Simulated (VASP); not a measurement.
# Mn (Fm-3m) in VASP: notebook

The runs below take Mn through single point, relaxation of cell and atoms, with PBEsol.

All numbers are computed with VASP 6.6.1; they aren't measurements. Logs are shortened: lines on timing, memory, paths and dates and some standing lists are left out, and cuts for length are marked.

## (1) The cell of the first run

It takes space group Fm-3m (No. 225, cubic). The conventional cell has a = 3.459 Å, b = 3.459 Å, c = 3.459 Å, α = 90.00°, β = 90.00°, γ = 90.00°. Mn (site symmetry m-3m) has 12 Mn at 2.45 Å within 3.2 Å.

## (2) Single point, PBEsol

The input, INCAR:

```
SYSTEM = Mn
PREC     = Accurate       ! precision mode
ENCUT    = 520            ! plane-wave cutoff, eV
EDIFF    = 1E-6           ! SCF threshold, eV
ISMEAR   = 0              ! smearing method
SIGMA    = 0.1            ! smearing width, eV
LREAL    = .FALSE.        ! projectors in reciprocal space
LASPH    = .TRUE.         ! aspherical terms in the spheres
NELM     = 100            ! most SCF steps
ALGO     = Fast           ! electronic algorithm
ISIF     = 2              ! what is computed and relaxed
LWAVE    = .FALSE.        ! write WAVECAR
LCHARG   = .FALSE.        ! write CHGCAR
GGA      = PS             ! functional
NBANDS   = 12             ! bands
```

The input, KPOINTS:

```
Automatic mesh
0
G
  8 8 8
  0 0 0
```

The input, POSCAR:

```
Mn
1.0
    0.0000000000      1.7293154023      1.7293154023
    1.7293154023      0.0000000000      1.7293154023
    1.7293154023      1.7293154023      0.0000000000
Mn
1
Direct
    0.5000000000      0.5000000000      0.5000000000
```

Potentials or basis: VASP PAW PBE potentials, release 64 (Mn_pv).

On the command line:

```bash
cat potpaw_PBE.64/Mn_pv/POTCAR > POTCAR
mpirun -np 1 vasp_std > vasp.out
```

OUTCAR:

```text
SYSTEM = Mn
   PREC = Accurate
   ENCUT = 520
   EDIFF = 1E-6
   ISMEAR = 0
   LREAL = .FALSE.
   LASPH = .TRUE.
   NELM = 100
   ISIF = 2
   GGA = PS

 ion  position               nearest neighbor table
   1  0.500  0.500  0.500-

  LATTYP: Found a face centered cubic cell.
 ALAT       =     3.4586308046

  Lattice vectors:

 A1 = (   0.0000000000,   1.7293154023,   1.7293154023)
 A2 = (   1.7293154023,   0.0000000000,   1.7293154023)
 A3 = (   1.7293154023,   1.7293154023,   0.0000000000)

Analysis of symmetry for initial positions (statically):
=====================================================================
 Subroutine PRICEL returns:
 Original cell was already a primitive cell.

 Routine SETGRP: Setting up the symmetry group for a
 face centered cubic supercell.

 Subroutine GETGRP returns: Found 48 space group operations
 (whereof 48 operations were pure point group operations)
 out of a pool of 48 trial point group operations.

The static configuration has the point symmetry O_h .

Analysis of symmetry for dynamics (positions and initial velocities):
=====================================================================
 Subroutine PRICEL returns:
 Original cell was already a primitive cell.

 Routine SETGRP: Setting up the symmetry group for a
 face centered cubic supercell.

 Subroutine GETGRP returns: Found 48 space group operations
 (whereof 48 operations were pure point group operations)
 out of a pool of 48 trial point group operations.

The dynamic configuration has the point symmetry O_h .

 Subroutine INISYM returns: Found 48 space group operations
 (whereof 48 operations are pure point group operations),
 and found     1 'primitive' translations

----------------------------------------------------------------------------------------

                                     Primitive cell

  volume of cell :      10.3431

  direct lattice vectors                    reciprocal lattice vectors
     0.000000000  1.729315402  1.729315402    -0.289131757  0.289131757  0.289131757
     1.729315402  0.000000000  1.729315402     0.289131757 -0.289131757  0.289131757
     1.729315402  1.729315402  0.000000000     0.289131757  0.289131757 -0.289131757

  length of vectors
     2.445621296  2.445621296  2.445621296     0.500790893  0.500790893  0.500790893

  position of ions in fractional coordinates (direct lattice)
     0.500000000  0.500000000  0.500000000

[... 75 lines left out ...]
   EDIFF  = 0.1E-05   stopping-criterion for ELM
   LREAL  =      F    real-space projection
   EDIFFG = 0.1E-04   stopping-criterion for IOM
   NSW    =      0    number of steps for IOM
   IBRION =     -1    ionic relax: 0-MD 1-quasi-New 2-CG
   NFREE  =      0    steps in history (QN), initial steepest desc. (CG)
   ISIF   =      2    stress and relaxation
   ISYM   =      2    0-nonsym 1-usesym 2-fastsym
   POTIM  = 0.5000    time-step for ionic-motion
   TEBEG  =    0.0;   TEEND  =   0.0 temperature during run
   PSTRESS=    0.0 pullay stress
   NELECT =      13.0000    total number of electrons
   NUPDOWN=      -1.0000    fix difference up-down
   EMIN   =  10.00;   EMAX   =-10.00  energy-range for DOS
   EFERMI =   0.00;   METHOD = LEGACY
   ISMEAR =     0;   SIGMA  =   0.10  broadening in eV -4-tet -1-fermi 0-gaus
   EFERMI_NEDOS =   21; number of points for ismear=-14 and -15
   IALGO  =     68    algorithm
   IMIX   =      4    mixing-type and parameters
     AMIX     =   0.40;   BMIX     =  1.00
     AMIX_MAG =   1.60;   BMIX_MAG =  1.00
  volume/ion in A,a.u.               =      10.34        69.80
  Fermi-wavevector in a.u.,A,eV,Ry     =   1.766736  3.338648 42.468644  3.121357
  Thomas-Fermi vector in A             =   2.834261
   LORBIT       =      0    0 simple, 1 ext, 2 COOP (PROOUT), +10 PAW based schemes
   GGA     = PS    functional components
   LHFCALC =     F    Hartree Fock is set to
   AEXX    =    0.0000 exact exchange contribution
   IVDW    =     0    specifies the selected vdW correction
   LEPSILON=     F    determine dielectric tensor
   LRPA    =     F    only Hartree local field effects (RPA)
 non-spin polarized calculation
 RMM-DIIS sequential band-by-band and
 Gauss-broadening in eV      SIGMA  =   0.10
  energy-cutoff  :      520.00
  volume of cell :       10.34
 maximum number of plane-waves:       290
   NGX =  9   NGY =  9   NGZ =  9

 number of electron      13.0000016 magnetization

 Free energy of the ion-electron system (eV)
  ---------------------------------------------------
  ext. energy  EPLUGINS =         0.00000000
  ---------------------------------------------------
  free energy    TOTEN  =        -9.67829064 eV

  energy without entropy =       -9.67255802  energy(sigma->0) =       -9.67542433

 E-fermi :  10.9483     XC(G=0): -14.4240

 val. band max:       10.9464698766   @ k =  -0.1250   0.1250   0.0000
 cond. band min:      10.9717639126   @ k =   0.5000   0.2500   0.0000
 fundamental gap:      0.0252940360
 Fermi energy:        10.9482766089

 k-point     1 :       0.0000    0.0000    0.0000
  band No.  band energies     occupation
      1     -36.5718      2.00000
      2     -36.5718      2.00000
      3     -36.5718      2.00000
      4       2.3845      2.00000
      5       9.6816      2.00000
      6       9.6816      2.00000
      7       9.6816      2.00000
      8      11.4622      0.00000
      9      11.4622      0.00000
     10      32.5326      0.00000
     11      38.5770      0.00000
     12      38.5771      0.00000
[... 331 lines left out ...]
 k-point    24 :      -0.3750    0.2500    0.1250
  band No.  band energies     occupation
      1     -37.3193      2.00000
      2     -36.9113      2.00000
      3     -36.7562      2.00000
      4       7.3169      2.00000
      5       8.2112      2.00000
      6       9.4326      2.00000
      7      10.5404      2.00000
      8      12.5784      0.00000
      9      16.5776      0.00000
     10      20.3886      0.00000
     11      28.5950      0.00000
     12      30.5249      0.00000

 [... further k-points ...]
[... 5 lines left out ...]
  --------------------------------------------------------------------------------------
  -------------------------------------------------------------------------------------
  Total        0.0274214      0.0274214      0.0274214      0.0000000     -0.0000000      0.0000000
  in kB        4.2476416      4.2476416      4.2476416      0.0000000     -0.0000000      0.0000000
  external PRESSURE =       4.2476416 kB  Pullay stress =       0.0000000 kB

 VOLUME and BASIS-vectors are now :
 -----------------------------------------------------------------------------
  energy-cutoff  :      520.00
  volume of cell :       10.34
      direct lattice vectors                 reciprocal lattice vectors
     0.000000000  1.729315402  1.729315402    -0.289131757  0.289131757  0.289131757
     1.729315402  0.000000000  1.729315402     0.289131757 -0.289131757  0.289131757
     1.729315402  1.729315402  0.000000000     0.289131757  0.289131757 -0.289131757

 POSITION                                       TOTAL-FORCE (eV/Angst)
 -----------------------------------------------------------------------------------
      1.72932      1.72932      1.72932        -0.000000      0.000000     -0.000000
 -----------------------------------------------------------------------------------
    total drift:                               -0.000000     -0.000000     -0.000000

  FREE ENERGIE OF THE ION-ELECTRON SYSTEM (eV)
  ---------------------------------------------------
  free  energy   TOTEN  =        -9.6782906355 eV

  energy  without entropy=       -9.6725580196  energy(sigma->0) =       -9.67542433
```

stdout:

```text
POSCAR found type information on POSCAR Mn
 POSCAR found :  1 types and       1 ions
 scaLAPACK will be used
 -----------------------------------------------------------------------------
|                                                                             |
|                                                                             |
|     You enforced a specific xc type in the INCAR file but a different       |
|     I HOPE YOU KNOW WHAT YOU ARE DOING!                                     |
|                                                                             |
 -----------------------------------------------------------------------------

 LDA part: xc-table for (Slater+PW92), standard interpolation
 POSCAR, INCAR and KPOINTS ok, starting setup
 FFT: planning ... GRIDC
 FFT: planning ... GRID_SOFT
 FFT: planning ... GRID
 WAVECAR not read
 entering main loop
```

Wall time 2.4 s (1 thread of Intel Xeon 6975P-C (Granite Rapids), shared host); peak memory 0.12 GiB.

Results:

```
Free energy : -9.6783 eV
Pressure    : 0.4 GPa
```

Caveat: the k points lie up to 0.39 Å⁻¹ apart; the PAW data sets were made with another functional, which shifts forces and pressure a little; the run has no spin polarisation, though such a crystal can be magnetic. Spin polarisation is off, so any magnetic state and its effect on volume and gap are missing.

## (3) Relaxation of cell and atoms, PBEsol

The input, INCAR:

```
ALGO = Normal
EDIFF = 1E-6
EDIFFG = -0.04
ENCUT = 600
GGA = PS
IBRION = 2
ISIF = 3
ISMEAR = 0
LASPH = T
LCHARG = F
LREAL = F
LWAVE = F
NELM = 60
NSW = 90
PREC = Accurate
SIGMA = 0.1
```

The input, KPOINTS:

```
k-points
0
Gamma
  8 8 8
```

POSCAR is that of step 2.

Potentials or basis: VASP PAW PBE potentials, release 64 (Mn_pv).

On the command line:

```bash
cat potpaw_PBE.64/Mn_pv/POTCAR > POTCAR
mpirun -np 1 vasp_std > vasp.out
```

OUTCAR:

```text
EDIFF = 1E-6
   EDIFFG = -0.04
   ENCUT = 600
   GGA = PS
   IBRION = 2
   ISIF = 3
   ISMEAR = 0
   LASPH = T
   LREAL = F
   NELM = 60
   NSW = 90
   PREC = Accurate

 ion  position               nearest neighbor table
   1  0.500  0.500  0.500-

  LATTYP: Found a face centered cubic cell.
 ALAT       =     3.4586308046

  Lattice vectors:

 A1 = (   0.0000000000,   1.7293154023,   1.7293154023)
 A2 = (   1.7293154023,   0.0000000000,   1.7293154023)
 A3 = (   1.7293154023,   1.7293154023,   0.0000000000)

Analysis of symmetry for initial positions (statically):
=====================================================================
 Subroutine PRICEL returns:
 Original cell was already a primitive cell.

 Routine SETGRP: Setting up the symmetry group for a
 face centered cubic supercell.

 Subroutine GETGRP returns: Found 48 space group operations
 (whereof 48 operations were pure point group operations)
 out of a pool of 48 trial point group operations.

The static configuration has the point symmetry O_h .

Analysis of symmetry for dynamics (positions and initial velocities):
=====================================================================
[... 161 lines left out ...]
 fundamental gap:      0.0252636498
 Fermi energy:        10.9486003053

 k-point     1 :       0.0000    0.0000    0.0000
  band No.  band energies     occupation
      1     -36.5713      2.00000
      2     -36.5713      2.00000
      3     -36.5713      2.00000
      4       2.3843      2.00000
      5       9.6819      2.00000
      6       9.6819      2.00000
      7       9.6819      2.00000
      8      11.4626      0.00000
      9      11.4626      0.00000
     10      32.5323      0.00000
[... 287 lines left out ...]
 k-point    24 :      -0.3750    0.2500    0.1250
  band No.  band energies     occupation
      1     -37.3189      2.00000
      2     -36.9108      2.00000
      3     -36.7557      2.00000
      4       7.3170      2.00000
      5       8.2114      2.00000
      6       9.4328      2.00000
      7      10.5407      2.00000
      8      12.5788      0.00000
      9      16.5778      0.00000
     10      20.3887      0.00000

 [... further k-points ...]
[... 5 lines left out ...]
  --------------------------------------------------------------------------------------
  -------------------------------------------------------------------------------------
  Total        0.0002146      0.0002146      0.0002146      0.0000000     -0.0000000      0.0000000
  in kB        0.0332392      0.0332392      0.0332392      0.0000000     -0.0000000      0.0000000
  external PRESSURE =       0.0332392 kB  Pullay stress =       0.0000000 kB

 VOLUME and BASIS-vectors are now :
 -----------------------------------------------------------------------------
  energy-cutoff  :      600.00
  volume of cell :       10.34
      direct lattice vectors                 reciprocal lattice vectors
     0.000000000  1.729315402  1.729315402    -0.289131757  0.289131757  0.289131757
     1.729315402  0.000000000  1.729315402     0.289131757 -0.289131757  0.289131757
     1.729315402  1.729315402  0.000000000     0.289131757  0.289131757 -0.289131757

 POSITION                                       TOTAL-FORCE (eV/Angst)
 -----------------------------------------------------------------------------------
      1.72932      1.72932      1.72932        -0.000000      0.000000     -0.000000
 -----------------------------------------------------------------------------------
    total drift:                                0.000000      0.000000      0.000000

  FREE ENERGIE OF THE ION-ELECTRON SYSTEM (eV)
  ---------------------------------------------------
  free  energy   TOTEN  =        -9.6781885340 eV

  energy  without entropy=       -9.6724563987  energy(sigma->0) =       -9.67532247

 reached required accuracy - stopping structural energy minimisation
```

CONTCAR:

```text
Mn
   1.00000000000000
     0.0000000000000000    1.7293154022999999    1.7293154022999999
     1.7293154022999999    0.0000000000000000    1.7293154022999999
     1.7293154022999999    1.7293154022999999    0.0000000000000000
  Mn
     1
Direct
     0.5000000000000000    0.5000000000000000    0.5000000000000000

  0.00000000E+00  0.00000000E+00  0.00000000E+00
```

It took 2.2 s on 1 thread of Intel Xeon 6975P-C (Granite Rapids), shared host; peak memory 0.12 GiB.

Results:

```
Free energy             : -9.6782 eV
Pressure after relaxing : 0.0 GPa
```

Final structure:
```
CELL_PARAMETERS angstrom
0.00000 1.72932 1.72932
1.72932 0.00000 1.72932
1.72932 1.72932 0.00000
ATOMIC_POSITIONS crystal
Mn 0.50000 0.50000 0.50000
```

Levels at points of the mesh, in eV from the Fermi level:
| k point | band 5 | band 6 | band 7 | band 8 | band 9 | band 10 |
| --- | --- | --- | --- | --- | --- | --- |
| (0.00, 0.00, 0.00) | -1.27 | -1.27 | -1.27 | 0.51 | 0.51 | 21.58 |
| (0.50, 0.00, 0.00) | -1.40 | -1.40 | 0.47 | 1.77 | 1.77 | 9.41 |
| (0.50, 0.50, 0.00) | -4.20 | 1.72 | 2.10 | 2.10 | 3.60 | 12.70 |

Caveat: the k points lie up to 0.39 Å⁻¹ apart in the final cell; the relaxation stopped at its first step, so nothing moved; the PAW data sets were made with another functional, which shifts forces and pressure a little; the run has no spin polarisation, though such a crystal can be magnetic. Spin polarisation is off, so any magnetic state and its effect on volume and gap are missing.

(Continued in part 2 of 2.)
